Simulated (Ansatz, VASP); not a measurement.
**Two plane-wave programs on Si3N4**

File INCAR:

```
SYSTEM = Si3N4
PREC = Accurate
ENCUT = 520
EDIFF = 1E-8
ISMEAR = -1
SIGMA = 0.02
LREAL = .FALSE.
LASPH = .TRUE.
NELM = 80
ALGO = Normal
ISIF = 2
LWAVE = .FALSE.
LCHARG = .FALSE.
GGA = PE
LEFG = .TRUE.
NBANDS = 45
```

The input KPOINTS:

```
Automatic mesh
0
G
  4 4 10
  0 0 0
```

POSCAR

```
Si3N4
1.0
    7.6044000000      0.0000000000      0.0000000000
   -3.8022000000      6.5856035805      0.0000000000
    0.0000000000      0.0000000000      2.9063000000
Si N
6 8
Direct
    0.7679796747      0.1740937292      0.2500000000
    0.5938859455      0.7679796747      0.7500000000
    0.8259062708      0.5938859455      0.2500000000
    0.2320203253      0.8259062708      0.7500000000
    0.4061140545      0.2320203253      0.2500000000
    0.1740937292      0.4061140545      0.7500000000
    0.0299692425      0.3298825355      0.2500000000
    0.7000867070      0.0299692425      0.7500000000
    0.6701174645      0.7000867070      0.2500000000
    0.9700307575      0.6701174645      0.7500000000
    0.2999132930      0.9700307575      0.2500000000
    0.3298825355      0.2999132930      0.7500000000
    0.6666666667      0.3333333333      0.2500000000
    0.3333333333      0.6666666667      0.7500000000
```

Input for Ansatz:

```yaml
crystal:
  lattice:
    - [7.6044, 0.0, 0.0]
    - [-3.8022, 6.5856035805, 0.0]
    - [0.0, 0.0, 2.9063]
  atoms:
    - { symbol: Si, position: [0.7679796747, 0.1740937292, 0.25] }
    - { symbol: Si, position: [0.5938859455, 0.7679796747, 0.75] }
    - { symbol: Si, position: [0.8259062708, 0.5938859455, 0.25] }
    - { symbol: Si, position: [0.2320203253, 0.8259062708, 0.75] }
    - { symbol: Si, position: [0.4061140545, 0.2320203253, 0.25] }
    - { symbol: Si, position: [0.1740937292, 0.4061140545, 0.75] }
    - { symbol: "N", position: [0.0299692425, 0.3298825355, 0.25] }
    - { symbol: "N", position: [0.700086707, 0.0299692425, 0.75] }
    - { symbol: "N", position: [0.6701174645, 0.700086707, 0.25] }
    - { symbol: "N", position: [0.9700307575, 0.6701174645, 0.75] }
    - { symbol: "N", position: [0.299913293, 0.9700307575, 0.25] }
    - { symbol: "N", position: [0.3298825355, 0.299913293, 0.75] }
    - { symbol: "N", position: [0.6666666667, 0.3333333333, 0.25] }
    - { symbol: "N", position: [0.3333333333, 0.6666666667, 0.75] }
kpoints:
  mp_grid: { grid: [4, 4, 10] }
scf:
  occupations: { method: fermi_dirac, width: 0.02 }
hamiltonian:
  xc: pbe
  pseudopotentials: { kind: paw, source: jth }
output:
  forces: true
  stress: true
  populations: true
  efg: { quadrupole_moments_barn: { "N": 0.02044 } }
basis:
  ecutrho_ratio: 9
```

Alike in both runs: task electric field gradients; functional PBE; k mesh 4 × 4 × 10; occupations fermi-dirac, width 0.02 eV; no spin polarisation.

```csv
,VASP,Ansatz
version,VASP 6.6.1,Ansatz 0.2.0
potentials or method,"VASP PAW PBE potentials, release 64 (Si, N)",scalar-relativistic
plane-wave cutoff (eV),520,1320
valence electrons in the cell,64,64
```

VASP gave:

| Quantity | Value |
| --- | --- |
| gap on the k mesh at the Fermi level (eV) | 4.33 |
| pressure (GPa) | 5.2 |
| traceless stress, the component that is largest in VASP (GPa) | -0.01 |
| rms of the force components (eV/Å) | 0.007 |
| size of Vzz on the site where it differs most (V/Å²) | 9.6 |

Problem. Estimate Ansatz's values.

Solution. gap on the k mesh at the Fermi level (eV): 4.33; pressure (GPa): 4.2; traceless stress, the component that is largest in VASP (GPa): -0.07; rms of the force components (eV/Å): 0.008; size of Vzz on the site where it differs most (V/Å²): 10.3.

Atom by atom the forces differ by 0.004 eV/Å (rms over components). Ansatz's warnings: radial quadrature taken.
